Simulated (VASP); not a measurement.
# W in VASP: further runs

The runs below take W through single point, with PBE, PBEsol.

All numbers are computed with VASP 6.6.1; they aren't measurements. Logs are shortened: lines on timing, memory, paths and dates and some standing lists are left out, and cuts for length are marked.

## (1) The cell of the first run

The typed cell holds 1 atom: a = 2.826 Å, b = 2.842 Å, c = 2.919 Å, α = 108.63°, β = 110.21°, γ = 108.86°.

## (2) Single point, PBE (strained)

File INCAR:

```
PREC = Accurate
ENCUT = 520
EDIFF = 1E-6
ISMEAR = 0
SIGMA = 0.1
LREAL = F
LASPH = T
NELM = 60
ALGO = Fast
ISIF = 2
LWAVE = F
LCHARG = T
GGA = PE
LELF = T
LVHAR = T
NBANDS = 13
```

File KPOINTS:

```
regular mesh
0
Gamma
  16 16 16
```

File POSCAR:

```
W
1.0
   -1.6499470080      1.6033218210      1.6418966160
    1.6467204620     -1.6198059570      1.6551542060
    1.7138390080      1.6836979570     -1.6583807520
W
1
Direct
    0.0000000000      0.0000000000      0.0000000000
```

Potentials or basis: VASP PAW PBE potentials, release 64 (W_sv).

Command:

```console
> cat potpaw_PBE.64/W_sv/POTCAR > POTCAR
> mpirun -np 1 vasp_std > vasp.out
```

OUTCAR:

```text
PREC = Accurate
   ENCUT = 520
   EDIFF = 1E-6
   ISMEAR = 0
   LREAL = F
   LASPH = T
   NELM = 60
   ISIF = 2
   GGA = PE

 ion  position               nearest neighbor table
   1  0.000  0.000  0.000-

  LATTYP: Found a triclinic cell.
 ALAT       =     7.4074890990
 B/A-ratio  =     0.6362619955
 C/A-ratio  =     0.3836190025
 COS(alpha) =     0.0039906231
 COS(beta)  =     0.2628070576
 COS(gamma) =     0.9482830160

  Lattice vectors:

 A1 = (  -3.3670125620,  -0.0968602720,   6.5973281900)
 A2 = (  -3.3637860160,  -0.0803761360,   3.3002773680)
 A3 = (   1.6467204620,  -1.6198059570,   1.6551542060)

Analysis of symmetry for initial positions (statically):
=====================================================================
 Subroutine PRICEL returns:
 Original cell was already a primitive cell.

 Routine SETGRP: Setting up the symmetry group for a
 triclinic supercell.

 Subroutine GETGRP returns: Found  2 space group operations
 (whereof  2 operations were pure point group operations)
 out of a pool of  2 trial point group operations.

The static configuration has the point symmetry S_2 .

Analysis of symmetry for dynamics (positions and initial velocities):
=====================================================================
 Subroutine PRICEL returns:
 Original cell was already a primitive cell.

 Routine SETGRP: Setting up the symmetry group for a
 triclinic supercell.

 Subroutine GETGRP returns: Found  2 space group operations
 (whereof  2 operations were pure point group operations)
 out of a pool of  2 trial point group operations.

The dynamic configuration has the point symmetry S_2 .

 Subroutine INISYM returns: Found  2 space group operations
 (whereof  2 operations are pure point group operations),
 and found     1 'primitive' translations

----------------------------------------------------------------------------------------

                                     Primitive cell

  volume of cell :      18.2028

  direct lattice vectors                    reciprocal lattice vectors
    -1.649947008  1.603321821  1.641896616    -0.005522492  0.305862967  0.304825167
     1.646720462 -1.619805957  1.655154206     0.297942127 -0.004268913  0.303571588
     1.713839008  1.683697957 -1.658380752     0.291894852  0.298562113  0.001778362

  length of vectors
     2.826444850  2.841653579  2.919299518     0.431857656  0.425374475  0.417546527

  position of ions in fractional coordinates (direct lattice)
     0.000000000  0.000000000  0.000000000

  ion indices of the primitive-cell ions
   primitive index   ion index
                 1           1

----------------------------------------------------------------------------------------

 KPOINTS: regular mesh

Automatic generation of k-mesh.
 Grid dimensions read from file:
 generate k-points for:   16   16   16

 Generating k-lattice:

  Cartesian coordinates                     Fractional coordinates (reciprocal lattice)
    -0.000345156  0.019116435  0.019051573     0.062500000  0.000000000 -0.000000000
     0.018621383 -0.000266807  0.018973224     0.000000000  0.062500000 -0.000000000
     0.018243428  0.018660132  0.000111148     0.000000000 -0.000000000  0.062500000

  Length of vectors
     0.026991104  0.026585905  0.026096658

  Shift w.r.t. Gamma in fractional coordinates (k-lattice)
     0.000000000  0.000000000  0.000000000

 Subroutine IBZKPT returns following result:
 ===========================================

 Found   2052 irreducible k-points:

 Following reciprocal coordinates:
            Coordinates               Weight
  0.000000  0.000000  0.000000      1.000000
  0.062500  0.000000  0.000000      2.000000
  0.125000  0.000000  0.000000      2.000000
  0.187500 -0.000000 -0.000000      2.000000
  0.250000  0.000000  0.000000      2.000000
  0.312500 -0.000000  0.000000      2.000000
[... 16 lines left out ...]
 -0.187500  0.062500  0.000000      2.000000
 -0.125000  0.062500  0.000000      2.000000
 [... further k-points ...]
   k-points           NKPTS =   2052   k-points in BZ     NKDIM =   2052   number of bands    NBANDS=     13
   number of dos      NEDOS =    301   number of ions     NIONS =      1
   total plane-waves  NPLWV =  13824
   dimension x,y,z NGX =    24 NGY =   24 NGZ =   24
   dimension x,y,z NGXF=    48 NGYF=   48 NGZF=   48
   ions per type =               1
   NGX,Y,Z   is equivalent  to a cutoff of  14.12, 14.04, 13.67 a.u.
   NGXF,Y,Z  is equivalent  to a cutoff of  28.23, 28.08, 27.33 a.u.
 SYSTEM =  unknown system
   PREC   = accura    normal or accurate (medium, high low for compatibility)
   ISTART =      0    job   : 0-new  1-cont  2-samecut
   ICHARG =      2    charge: 1-file 2-atom 10-const
   ISPIN  =      1    spin polarized calculation?
   LNONCOLLINEAR =      F non collinear calculations
   LSORBIT =      F    spin-orbit coupling
   LASPH  =      T    aspherical Exc in radial PAW
[... 56 lines left out ...]
 fundamental gap:      0.0029030285
 Fermi energy:         9.5411294591

 k-point     1 :       0.0000    0.0000    0.0000
  band No.  band energies     occupation
      1     -64.8462      2.00000
      2     -28.6199      2.00000
      3     -28.5622      2.00000
      4     -28.5162      2.00000
      5       0.6899      2.00000
      6       8.2214      2.00000
      7       8.4308      2.00000
      8       8.8665      2.00000
      9      11.3618      0.00000
     10      11.6409      0.00000
     11      23.3076      0.00000
     12      23.8051      0.00000
     13      24.0897      0.00000

 k-point     2 :       0.0625    0.0000    0.0000
  band No.  band energies     occupation
      1     -64.8434      2.00000
      2     -28.6309      2.00000
      3     -28.5795      2.00000
      4     -28.5328      2.00000
      5       0.8551      2.00000
      6       8.2483      2.00000
      7       8.4636      2.00000
      8       8.8440      2.00000
      9      11.3603      0.00000
     10      11.4920      0.00000
     11      23.5648      0.00000
     12      24.0096      0.00000
     13      24.3966      0.00000

 k-point     3 :       0.1250    0.0000    0.0000
  band No.  band energies     occupation
      1     -64.8352      2.00000
      2     -28.6887      2.00000
      3     -28.6291      2.00000
      4     -28.5521      2.00000
      5       1.3317      2.00000
      6       8.0704      2.00000
      7       8.5501      2.00000
      8       9.0275      2.00000
      9      11.1666      0.00000
     10      11.3972      0.00000
     11      24.0681      0.00000
     12      24.6706      0.00000
     13      25.1591      0.00000

 k-point     4 :       0.1875   -0.0000   -0.0000
  band No.  band energies     occupation
      1     -64.8230      2.00000
      2     -28.8175      2.00000
      3     -28.6773      2.00000
      4     -28.5619      2.00000
      5       2.0575      2.00000
      6       7.7362      2.00000
      7       8.3264      2.00000
      8       9.7223      0.01039
      9      10.9904      0.00000
     10      11.4568      0.00000
     11      24.2024      0.00000
     12      25.5765      0.00000
     13      25.9088      0.00000

 k-point     5 :       0.2500    0.0000    0.0000
  band No.  band energies     occupation
      1     -64.8085      2.00000
      2     -28.9755      2.00000
      3     -28.7304      2.00000
      4     -28.5673      2.00000
      5       2.9023      2.00000
      6       7.3495      2.00000
      7       8.0664      2.00000
      8      10.6992      0.00000
      9      11.0566      0.00000
     10      11.5806      0.00000
     11      23.5767      0.00000
     12      24.6085      0.00000
     13      27.4955      0.00000
[... 257 lines left out ...]
 k-point    22 :      -0.2500    0.0625    0.0000
  band No.  band energies     occupation
      1     -64.8132      2.00000
      2     -28.9144      2.00000
      3     -28.7012      2.00000
      4     -28.5823      2.00000
      5       2.6010      2.00000
      6       7.5779      2.00000
      7       8.1026      2.00000
      8      10.3096      0.00000
      9      10.8055      0.00000
     10      11.6121      0.00000
     11      24.1472      0.00000
     12      25.2368      0.00000
     13      26.4509      0.00000

 k-point    23 :      -0.1875    0.0625    0.0000
  band No.  band energies     occupation
      1     -64.8268      2.00000
      2     -28.7609      2.00000
      3     -28.6564      2.00000
      4     -28.5775      2.00000
      5       1.7961      2.00000
      6       7.9715      2.00000
      7       8.4174      2.00000
      8       9.4115      1.93326
      9      10.8391      0.00000
     10      11.4825      0.00000
     11      24.3032      0.00000
     12      25.3007      0.00000
     13      25.6954      0.00000

 k-point    24 :      -0.1250    0.0625    0.0000
  band No.  band energies     occupation
      1     -64.8372      2.00000
      2     -28.6354      2.00000
      3     -28.6280      2.00000
      4     -28.5719      2.00000
      5       1.1856      2.00000
      6       8.2896      2.00000
      7       8.6238      2.00000
      8       8.7651      2.00000
      9      11.0839      0.00000
     10      11.4450      0.00000
     11      23.8153      0.00000
     12      24.6285      0.00000
     13      24.9973      0.00000

 [... further k-points ...]
[... 5 lines left out ...]
  --------------------------------------------------------------------------------------
  -------------------------------------------------------------------------------------
  Total       -3.5231326     -2.9628683     -3.0204874     -0.3727008      0.0887403      0.0088382
  in kB     -310.0999982   -260.7865128   -265.8580486    -32.8044778      7.8107692      0.7779210
  external PRESSURE =    -278.9148532 kB  Pullay stress =       0.0000000 kB

 VOLUME and BASIS-vectors are now :
 -----------------------------------------------------------------------------
  energy-cutoff  :      520.00
  volume of cell :       18.20
      direct lattice vectors                 reciprocal lattice vectors
    -1.649947008  1.603321821  1.641896616    -0.005522492  0.305862967  0.304825167
     1.646720462 -1.619805957  1.655154206     0.297942127 -0.004268913  0.303571588
     1.713839008  1.683697957 -1.658380752     0.291894852  0.298562113  0.001778362

 POSITION                                       TOTAL-FORCE (eV/Angst)
 -----------------------------------------------------------------------------------
      0.00000      0.00000      0.00000        -0.000000      0.000000      0.000000
 -----------------------------------------------------------------------------------
    total drift:                               -0.000000      0.000000      0.000000

  FREE ENERGIE OF THE ION-ELECTRON SYSTEM (eV)
  ---------------------------------------------------
  free  energy   TOTEN  =       -12.7487668106 eV

  energy  without entropy=      -12.7466056570  energy(sigma->0) =      -12.74768623
```

Run time: 2.8 min. Hardware: 1 thread of Intel Xeon 6975P-C (Granite Rapids), shared host; peak memory 0.53 GiB.

What came out:

| Property | Result |
| --- | --- |
| Free energy | -12.7488 eV |
| Pressure | -27.9 GPa |
| Band gap on the k mesh | zero (band 7 reaches 13.39 eV, above the bottom of band 8 at 8.77 eV) |

Caveat: the cell differs from its parent crystal (strained); spin-orbit coupling is left out, which moves the levels of the heavy elements.

## (3) Single point, PBE (one atom moved)

File INCAR:

```
SYSTEM = W
ALGO = Fast
EDIFF = 1E-6
ENCUT = 520
GGA = PE
ISIF = 2
ISMEAR = 0
LASPH = .TRUE.
LCHARG = .TRUE.
LELF = .TRUE.
LREAL = .FALSE.
LVHAR = .TRUE.
LWAVE = .FALSE.
NBANDS = 13
NELM = 60
PREC = Accurate
SIGMA = 0.1
```

File KPOINTS:

```
k-points
0
G
  16 16 16
  0 0 0
```

File POSCAR:

```
W
1.0
   -1.5973000000      1.5973000000      1.5973000000
    1.5973000000     -1.5973000000      1.5973000000
    1.5973000000      1.5973000000     -1.5973000000
W
1
Direct
    0.0135322106      0.0350466412      0.0011863770
```

Potentials or basis: VASP PAW PBE potentials, release 64 (W_sv).

Command:

```console
> cat potpaw_PBE.64/W_sv/POTCAR > POTCAR
> mpirun -np 1 vasp_std > vasp.out
```

It took 24 s on 1 thread of Intel Xeon 8259CL, shared host; peak memory 0.16 GiB.

Results (log left out):

* Free energy: -12.9571 eV
* Pressure: -2.8 GPa
* Band gap on the k mesh: zero (band 7 reaches 16.01 eV, above the bottom of band 8 at 9.86 eV)

Levels at points of the mesh, in eV from the Fermi level:
```
           k point  band 3  band 4  band 5  band 6  band 7  band 8  band 9  band 10  band 11  band 12
(0.00, 0.00, 0.00)  -37.85  -37.85   -9.51   -1.22   -1.22   -1.22    2.16     2.16    14.42    14.42
(0.50, 0.00, 0.00)  -38.24  -37.86   -6.13   -3.47    0.55    2.04    2.99     5.87    10.60    11.38
(0.50, 0.50, 0.50)  -38.68  -38.68   -5.65   -5.65    4.93    4.93    4.93     7.99     7.99     7.99
```

Caveat: the cell differs from its parent crystal (one atom moved); spin-orbit coupling is left out, which moves the levels of the heavy elements.

## (4) Single point, PBE (strained)

File INCAR:

```
SYSTEM = W
PREC     = Accurate       ! precision mode
ENCUT    = 520            ! plane-wave cutoff, eV
EDIFF    = 1E-7           ! SCF threshold, eV
ISMEAR   = 0              ! smearing method
SIGMA    = 0.1            ! smearing width, eV
LREAL    = .FALSE.        ! projectors in reciprocal space
LASPH    = .TRUE.         ! aspherical terms in the spheres
NELM     = 80             ! most SCF steps
ALGO     = Fast           ! electronic algorithm
ISIF     = 2              ! what is computed and relaxed
LWAVE    = .FALSE.        ! write WAVECAR
LCHARG   = .FALSE.        ! write CHGCAR
GGA      = PE             ! functional
NBANDS   = 13             ! bands
```

File KPOINTS:

```
Automatic mesh
0
G
  18 18 18
  0 0 0
```

File POSCAR:

```
W
1.0
   -1.5557702000      1.5557702000      1.5557702000
    1.5557702000     -1.5557702000      1.5557702000
    1.5557702000      1.5557702000     -1.5557702000
W
1
Direct
    0.0000000000      0.0000000000      0.0000000000
```

Command:

```console
> cat potpaw_PBE.64/W_sv/POTCAR > POTCAR
> mpirun -np 1 vasp_std > vasp.out
```

It took 40 s on 1 thread of Intel Xeon 8259CL, shared host; peak memory 0.15 GiB.

The run converged. Its results:

```
Free energy            : -12.8698 eV
Pressure               : 25.1 GPa
Band gap on the k mesh : zero (band 7 reaches 17.75 eV, above the bottom of band 8 at 10.88 eV)
```

Levels at points of the mesh, in eV from the Fermi level:
| k point | band 5 | band 6 | band 7 | band 8 | band 9 | band 10 |
| --- | --- | --- | --- | --- | --- | --- |
| (0.00, 0.00, 0.00) | -9.91 | -1.31 | -1.31 | -1.31 | 2.39 | 2.39 |
| (0.50, 0.00, 0.00) | -6.61 | -3.82 | 0.88 | 2.32 | 3.36 | 6.63 |
| (0.50, 0.50, 0.50) | -6.25 | -6.25 | 5.56 | 5.56 | 5.56 | 8.68 |

Caveat: the cell differs from its parent crystal (strained); spin-orbit coupling is left out, which moves the levels of the heavy elements.

## (5) Single point, PBEsol (functional PBEsol, strained)

File INCAR:

```
SYSTEM = W
PREC = Accurate ; ENCUT = 520
EDIFF = 1E-6 ; ISMEAR = 0
SIGMA = 0.1 ; LREAL = .False.
LASPH = .True. ; NELM = 100
ALGO = Normal ; ISIF = 2
LWAVE = .False. ; LCHARG = .False.
GGA = PS ; NBANDS = 13
```

File KPOINTS:

```
regular mesh
0
Gamma
  18 18 18
  0 0 0
```

File POSCAR:

```
W
1.0
   -1.5753051790      1.5753051790      1.5753051790
    1.5753051790     -1.5753051790      1.5753051790
    1.5753051790      1.5753051790     -1.5753051790
W
1
Direct
    0.0000000000      0.0000000000      0.0000000000
```

Command:

```console
> cat potpaw_PBE.64/W_sv/POTCAR > POTCAR
> mpirun -np 1 vasp_std > vasp.out
```

It took 34 s on 1 thread of Intel Xeon 8259CL, shared host; peak memory 0.15 GiB.

Results (log left out):

| Item | Value |
| --- | --- |
| Free energy | -13.8011 eV |
| Pressure | 1.8 GPa |
| Band gap on the k mesh | zero (band 7 reaches 16.75 eV, above the bottom of band 8 at 10.22 eV) |

Levels at points of the mesh, in eV from the Fermi level:
```csv
k point,band 3,band 4,band 5,band 6,band 7,band 8,band 9,band 10,band 11,band 12
"(0.00, 0.00, 0.00)",-37.66,-37.66,-9.72,-1.25,-1.25,-1.25,2.28,2.28,14.58,14.58
"(0.50, 0.00, 0.00)",-38.09,-37.66,-6.37,-3.63,0.75,2.18,3.18,6.30,11.30,11.54
"(0.50, 0.50, 0.50)",-38.60,-38.60,-5.95,-5.95,5.29,5.29,5.29,8.37,8.37,8.37
```

Caveat: the cell differs from its parent crystal (functional PBEsol, strained); the PAW data sets were made with another functional, which shifts forces and pressure a little; spin-orbit coupling is left out, which moves the levels of the heavy elements.

## (6) Single point, PBE (strained)

File INCAR:

```
SYSTEM = W
  PREC = Accurate
  ENCUT = 520
  EDIFF = 1E-6
  ISMEAR = 0
  SIGMA = 0.1
  LREAL = .False.
  LASPH = .True.
  NELM = 60
  ALGO = Fast
  ISIF = 2
  LWAVE = .False.
  LCHARG = .False.
  GGA = PE
  NBANDS = 13
```

File KPOINTS:

```
Automatic mesh
0
Gamma
  18 18 18
  0 0 0
```

File POSCAR:

```
W
1.0
   -1.5937859400      1.5937859400      1.5937859400
    1.5937859400     -1.5937859400      1.5937859400
    1.5937859400      1.5937859400     -1.5937859400
W
1
Direct
    0.0000000000      0.0000000000      0.0000000000
```

Potentials or basis: VASP PAW PBE potentials, release 64 (W_sv).

Command:

```console
> cat potpaw_PBE.64/W_sv/POTCAR > POTCAR
> mpirun -np 1 vasp_std > vasp.out
```

Wall time 47 s (1 thread of Intel Xeon 8259CL, shared host); peak memory 0.17 GiB.

The run converged. Its results:

```yaml
Free_energy: -12.9511 eV
Pressure: -0.7 GPa
Band_gap_on_the_k_mesh: zero (band 7 reaches 16.15 eV, above the bottom of band 8 at 9.95 eV)
```

Levels at points of the mesh, in eV from the Fermi level:
| k point | band 4 | band 5 | band 6 | band 7 | band 8 | band 9 | band 10 | band 11 |
| --- | --- | --- | --- | --- | --- | --- | --- | --- |
| (0.00, 0.00, 0.00) | -37.80 | -9.52 | -1.19 | -1.19 | -1.19 | 2.21 | 2.21 | 14.47 |
| (0.50, 0.00, 0.00) | -37.80 | -6.14 | -3.46 | 0.61 | 2.10 | 3.05 | 5.97 | 10.74 |
| (0.50, 0.50, 0.50) | -38.64 | -5.66 | -5.66 | 5.02 | 5.02 | 5.02 | 8.08 | 8.08 |

Caveat: the cell differs from its parent crystal (strained); spin-orbit coupling is left out, which moves the levels of the heavy elements.

## (7) The runs side by side

```csv
level,cell,k mesh,gap on the mesh (eV),pressure (GPa)
PBE,"a = 2.826, b = 2.842, c = 2.919 Å, angles 108.6, 110.2, 108.9°, 1 atom",16 × 16 × 16,none,-27.9
PBE,"a = 2.767 Å, angles 109.5°, 1 atom",16 × 16 × 16,none,-2.8
PBE,"a = 2.695 Å, angles 109.5°, 1 atom",18 × 18 × 18,none,25.1
PBEsol,"a = 2.729 Å, angles 109.5°, 1 atom",18 × 18 × 18,none,1.8
PBE,"a = 2.761 Å, angles 109.5°, 1 atom",18 × 18 × 18,none,-0.7
```

Alike in all rows: task single point; potentials or basis VASP PAW PBE potentials, release 64 (W_sv); no spin polarisation; cutoff (eV) 520; smearing gaussian 0.1 eV.

Caveats: spin-orbit coupling is left out, which moves the levels of the heavy elements; the PAW data sets were made with another functional, which shifts forces and pressure a little (some runs).

Absolute energies hang on the potentials; compare differences alone.
